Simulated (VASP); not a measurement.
# SiO2 (I-42d) in VASP: notebook

Runs on SiO2. Level: PBE. Tasks: single point.

Program: VASP 6.6.1. These are calculated values, not measurements. Logs are shortened: lines on timing, memory, paths and dates and some standing lists are left out, and cuts for length are marked.

## Step 1: The cell of the first run

Symmetry: I-42d, No. 122, tetragonal system. The conventional cell has a = 5.027 Å, b = 5.027 Å, c = 7.379 Å, α = 90.00°, β = 90.00°, γ = 90.00°. Within 2.2 Å of Si (site symmetry -4) lie 4 O at 1.63 Å. Within 2.2 Å of O (site symmetry 2) lie 2 Si at 1.63 Å.

## Step 2: Single point, PBE

Input file INCAR:

```
SYSTEM = SiO2
PREC     = Accurate       ! precision mode
ENCUT    = 520            ! plane-wave cutoff, eV
EDIFF    = 1E-7           ! SCF threshold, eV
ISMEAR   = 0              ! smearing method
SIGMA    = 0.02           ! smearing width, eV
LREAL    = .FALSE.        ! projectors in reciprocal space
LASPH    = .TRUE.         ! aspherical terms in the spheres
NELM     = 100            ! most SCF steps
ALGO     = Normal         ! electronic algorithm
ISIF     = 2              ! what is computed and relaxed
LWAVE    = .FALSE.        ! write WAVECAR
LCHARG   = .FALSE.        ! write CHGCAR
GGA      = PE             ! functional
NBANDS   = 25             ! bands
```

Input file KPOINTS:

```
Automatic mesh
0
G
  8 8 8
  0 0 0
```

Input file POSCAR:

```
SiO2
1.0
   -2.5133695493      2.5133695493      3.6893902076
    2.5133695493     -2.5133695493      3.6893902076
    2.5133695493      2.5133695493     -3.6893902076
Si O
2 4
Direct
    0.0000000000      0.0000000000      0.0000000000
    0.7500000000      0.2500000000      0.5000000000
    0.9670112400      0.6250000000      0.8420112400
    0.3750000000      0.2170112400      0.3420112400
    0.7829887600      0.1250000000      0.1579887600
    0.8750000000      0.0329887600      0.6579887600
```

Potentials or basis: VASP PAW PBE potentials, release 64 (Si, O).

Command:

```
$ cat potpaw_PBE.64/Si/POTCAR potpaw_PBE.64/O/POTCAR > POTCAR
$ mpirun -np 1 vasp_std > vasp.out
```

OUTCAR:

```text
SYSTEM = SiO2
   PREC = Accurate
   ENCUT = 520
   EDIFF = 1E-7
   ISMEAR = 0
   LREAL = .FALSE.
   LASPH = .TRUE.
   NELM = 100
   ISIF = 2
   GGA = PE

 ion  position               nearest neighbor table
   1  0.000  0.000  0.000-   5 1.63   6 1.63   3 1.63   4 1.63   2 3.12   2 3.12   2 3.12   2 3.12

   2  0.750  0.250  0.500-   5 1.63   6 1.63   3 1.63   4 1.63   1 3.12   1 3.12   1 3.12   1 3.12

   3  0.967  0.625  0.842-   1 1.63   2 1.63
   4  0.375  0.217  0.342-   1 1.63   2 1.63
   5  0.783  0.125  0.158-   1 1.63   2 1.63
   6  0.875  0.033  0.658-   1 1.63   2 1.63

  LATTYP: Found a body centered tetragonal cell.
 ALAT       =     5.0267390986
 C/A-ratio  =     1.4679059865

  Lattice vectors:

 A1 = (  -2.5133695493,   2.5133695493,   3.6893902076)
 A2 = (   2.5133695493,  -2.5133695493,   3.6893902076)
 A3 = (   2.5133695493,   2.5133695493,  -3.6893902076)

Analysis of symmetry for initial positions (statically):
=====================================================================
 Subroutine PRICEL returns:
 Original cell was already a primitive cell.

 Routine SETGRP: Setting up the symmetry group for a
 body centered tetragonal supercell.

 Subroutine GETGRP returns: Found  8 space group operations
 (whereof  4 operations were pure point group operations)
 out of a pool of 16 trial point group operations.

The static configuration has the point symmetry S_4 .
 The point group associated with its full space group is D_2d.

Analysis of symmetry for dynamics (positions and initial velocities):
=====================================================================
 Subroutine PRICEL returns:
 Original cell was already a primitive cell.

 Routine SETGRP: Setting up the symmetry group for a
 body centered tetragonal supercell.

 Subroutine GETGRP returns: Found  8 space group operations
 (whereof  4 operations were pure point group operations)
 out of a pool of 16 trial point group operations.

The dynamic configuration has the point symmetry S_4 .
 The point group associated with its full space group is D_2d.

 Subroutine INISYM returns: Found  8 space group operations
 (whereof  4 operations are pure point group operations),
 and found     1 'primitive' translations

----------------------------------------------------------------------------------------

                                     Primitive cell

  volume of cell :      93.2239

  direct lattice vectors                    reciprocal lattice vectors
    -2.513369549  2.513369549  3.689390208     0.000000000  0.198936125  0.135523751
     2.513369549 -2.513369549  3.689390208     0.198936125  0.000000000  0.135523751
     2.513369549  2.513369549 -3.689390208     0.198936125  0.198936125  0.000000000

  length of vectors
     5.123051150  5.123051150  5.123051150     0.240712005  0.240712005  0.281338167

  position of ions in fractional coordinates (direct lattice)
     0.000000000  0.000000000  0.000000000
     0.750000000  0.250000000  0.500000000
     0.967011240  0.625000000  0.842011240
     0.375000000  0.217011240  0.342011240
     0.782988760  0.125000000  0.157988760
     0.875000000  0.032988760  0.657988760

  ion indices of the primitive-cell ions
   primitive index   ion index
                 1           1
                 2           2
                 3           3
                 4           4
                 5           5
                 6           6

----------------------------------------------------------------------------------------

 KPOINTS: Automatic mesh

Automatic generation of k-mesh.
 Grid dimensions read from file:
 generate k-points for:    8    8    8

 Generating k-lattice:

  Cartesian coordinates                     Fractional coordinates (reciprocal lattice)
     0.000000000  0.024867016  0.016940469     0.125000000  0.000000000  0.000000000
     0.024867016  0.000000000  0.016940469     0.000000000  0.125000000  0.000000000
     0.024867016  0.024867016  0.000000000     0.000000000  0.000000000  0.125000000

  Length of vectors
     0.030089001  0.030089001  0.035167271

  Shift w.r.t. Gamma in fractional coordinates (k-lattice)
     0.000000000  0.000000000  0.000000000

 Subroutine IBZKPT returns following result:
 ===========================================

 Found     59 irreducible k-points:

 Following reciprocal coordinates:
            Coordinates               Weight
  0.000000  0.000000  0.000000      1.000000
  0.125000  0.000000  0.000000      8.000000
  0.250000  0.000000  0.000000      8.000000
  0.375000  0.000000  0.000000      8.000000
  0.500000  0.000000  0.000000      4.000000
  0.125000  0.125000  0.000000      8.000000
[... 16 lines left out ...]
  0.250000  0.125000  0.125000     16.000000
  0.375000  0.125000  0.125000      8.000000
 [... further k-points ...]
   k-points           NKPTS =     59   k-points in BZ     NKDIM =     59   number of bands    NBANDS=     25
   number of dos      NEDOS =    301   number of ions     NIONS =      6
   total plane-waves  NPLWV =  64000
   dimension x,y,z NGX =    40 NGY =   40 NGZ =   40
   dimension x,y,z NGXF=    80 NGYF=   80 NGZF=   80
   ions per type =               2   4
   NGX,Y,Z   is equivalent  to a cutoff of  12.98, 12.98, 12.98 a.u.
   NGXF,Y,Z  is equivalent  to a cutoff of  25.96, 25.96, 25.96 a.u.
 SYSTEM =  SiO2
   PREC   = accura    normal or accurate (medium, high low for compatibility)
   ISTART =      0    job   : 0-new  1-cont  2-samecut
   ICHARG =      2    charge: 1-file 2-atom 10-const
   ISPIN  =      1    spin polarized calculation?
   LNONCOLLINEAR =      F non collinear calculations
   LSORBIT =      F    spin-orbit coupling
   LASPH  =      T    aspherical Exc in radial PAW
   ENCUT  =  520.0 eV  38.22 Ry    6.18 a.u.   9.53  9.53  9.53*2*pi/ulx,y,z
   NELM   =    100;   NELMIN=  2; NELMDL= -5     # of ELM steps
   EDIFF  = 0.1E-06   stopping-criterion for ELM
   LREAL  =      F    real-space projection
   EDIFFG = 0.1E-05   stopping-criterion for IOM
   NSW    =      0    number of steps for IOM
   IBRION =     -1    ionic relax: 0-MD 1-quasi-New 2-CG
   NFREE  =      0    steps in history (QN), initial steepest desc. (CG)
   ISIF   =      2    stress and relaxation
   ISYM   =      2    0-nonsym 1-usesym 2-fastsym
   POTIM  = 0.5000    time-step for ionic-motion
   TEBEG  =    0.0;   TEEND  =   0.0 temperature during run
   PSTRESS=    0.0 pullay stress
   NELECT =      32.0000    total number of electrons
   NUPDOWN=      -1.0000    fix difference up-down
   EMIN   =  10.00;   EMAX   =-10.00  energy-range for DOS
   EFERMI =   0.00;   METHOD = LEGACY
   ISMEAR =     0;   SIGMA  =   0.02  broadening in eV -4-tet -1-fermi 0-gaus
   EFERMI_NEDOS =   21; number of points for ismear=-14 and -15
   IALGO  =     38    algorithm
   IMIX   =      4    mixing-type and parameters
     AMIX     =   0.40;   BMIX     =  1.00
     AMIX_MAG =   1.60;   BMIX_MAG =  1.00
  volume/ion in A,a.u.               =      15.54       104.85
  Fermi-wavevector in a.u.,A,eV,Ry     =   1.146258  2.166114 17.876797  1.313908
  Thomas-Fermi vector in A             =   2.282943
   LORBIT       =      0    0 simple, 1 ext, 2 COOP (PROOUT), +10 PAW based schemes
   GGA     = PE    functional components
   LHFCALC =     F    Hartree Fock is set to
   AEXX    =    0.0000 exact exchange contribution
   IVDW    =     0    specifies the selected vdW correction
   LEPSILON=     F    determine dielectric tensor
   LRPA    =     F    only Hartree local field effects (RPA)
 non-spin polarized calculation
 Gauss-broadening in eV      SIGMA  =   0.02
  energy-cutoff  :      520.00
  volume of cell :       93.22
 maximum number of plane-waves:      2533
 NGX is ok and might be reduce to    40
   NGX = 19   NGY = 19   NGZ = 19

 number of electron      31.9999995 magnetization

 Free energy of the ion-electron system (eV)
  ---------------------------------------------------
  ext. energy  EPLUGINS =         0.00000000
  ---------------------------------------------------
  free energy    TOTEN  =       -47.49236791 eV

  energy without entropy =      -47.49236791  energy(sigma->0) =      -47.49236791

 E-fermi :  -0.5230     XC(G=0):  -8.0055

 val. band max:       -0.6411253813   @ k =   0.0000   0.0000   0.0000
 cond. band min:       5.0913755477   @ k =   0.0000   0.0000   0.0000
 fundamental gap:      5.7325009290
 Fermi energy:        -0.5229610856

 k-point     1 :       0.0000    0.0000    0.0000
  band No.  band energies     occupation
      1     -19.7429      2.00000
      2     -17.7428      2.00000
      3     -17.7428      2.00000
      4     -17.6879      2.00000
      5      -9.8749      2.00000
      6      -6.1293      2.00000
[... 17 lines left out ...]
     24      12.2147      0.00000
     25      12.8673      0.00000

 k-point     2 :       0.1250    0.0000    0.0000
  band No.  band energies     occupation
      1     -19.6977      2.00000
      2     -17.8093      2.00000
      3     -17.7453      2.00000
      4     -17.7028      2.00000
      5      -9.7518      2.00000
      6      -6.1665      2.00000
[... 17 lines left out ...]
     24      12.1247      0.00000
     25      12.7251      0.00000

 k-point     3 :       0.2500    0.0000    0.0000
  band No.  band energies     occupation
      1     -19.5723      2.00000
      2     -18.0092      2.00000
      3     -17.7508      2.00000
      4     -17.7132      2.00000
      5      -9.4304      2.00000
      6      -6.3194      2.00000
[... 552 lines left out ...]
 k-point    23 :       0.2500    0.1250    0.1250
  band No.  band energies     occupation
      1     -19.2914      2.00000
      2     -18.3970      2.00000
      3     -17.7603      2.00000
      4     -17.7281      2.00000
      5      -8.7810      2.00000
      6      -6.9349      2.00000
[... 17 lines left out ...]
     24      11.8316      0.00000
     25      12.4606      0.00000

 k-point    24 :       0.3750    0.1250    0.1250
  band No.  band energies     occupation
      1     -19.1931      2.00000
      2     -18.5175      2.00000
      3     -17.7616      2.00000
      4     -17.7324      2.00000
      5      -8.5805      2.00000
      6      -7.0994      2.00000
[... 17 lines left out ...]
     24      12.0565      0.00000
     25      12.6347      0.00000

 [... further k-points ...]

------------------------ aborting loop because EDIFF is reached ----------------------------------------

  FORCE on cell =-STRESS in cart. coord.  units (eV):
  Direction    XX          YY          ZZ          XY          YZ          ZX
  --------------------------------------------------------------------------------------
  -------------------------------------------------------------------------------------
  Total        0.0574998      0.0574998      0.0576761      0.0000000     -0.0000000      0.0000000
  in kB        0.9882104      0.9882104      0.9912402      0.0000000     -0.0000000      0.0000000
  external PRESSURE =       0.9892204 kB  Pullay stress =       0.0000000 kB

 VOLUME and BASIS-vectors are now :
 -----------------------------------------------------------------------------
  energy-cutoff  :      520.00
  volume of cell :       93.22
      direct lattice vectors                 reciprocal lattice vectors
    -2.513369549  2.513369549  3.689390208     0.000000000  0.198936125  0.135523751
     2.513369549 -2.513369549  3.689390208     0.198936125  0.000000000  0.135523751
     2.513369549  2.513369549 -3.689390208     0.198936125  0.198936125  0.000000000

 POSITION                                       TOTAL-FORCE (eV/Angst)
 -----------------------------------------------------------------------------------
      0.00000      0.00000      0.00000        -0.000000     -0.000000     -0.000000
      0.00000      2.51337      1.84470         0.000000     -0.000000      0.000000
      1.25668      2.97589      2.76704        -0.000000     -0.004661     -0.000000
      0.46252      1.25668      0.92235        -0.004661     -0.000000     -0.000000
     -1.25668      2.05085      2.76704         0.000000      0.004661      0.000000
     -0.46252      3.77005      0.92235         0.004661     -0.000000      0.000000
 -----------------------------------------------------------------------------------
    total drift:                                0.000004      0.000004      0.000003

  FREE ENERGIE OF THE ION-ELECTRON SYSTEM (eV)
  ---------------------------------------------------
  free  energy   TOTEN  =       -47.4923679086 eV

  energy  without entropy=      -47.4923679086  energy(sigma->0) =      -47.49236791
```

Run time: 58 s. Hardware: 1 thread of Intel Xeon 6975P-C (Granite Rapids), shared host; peak memory 0.28 GiB.

Results:

```
Free energy            : -47.4924 eV
Pressure               : 0.1 GPa
Largest force          : 0.005 eV/Å
Band gap on the k mesh : 5.73 eV, direct
```

Forces on the atoms (eV/Å):
```
Si   0.000  0.000  0.000
Si   0.000  0.000  0.000
O    0.000 -0.005  0.000
O   -0.005  0.000  0.000
O    0.000  0.005  0.000
O    0.005  0.000  0.000
```

A k mesh can miss the band edges. Expect the measured gap to be larger: semilocal functionals such as PBE lack the derivative discontinuity.

[end of part 1 of 2]
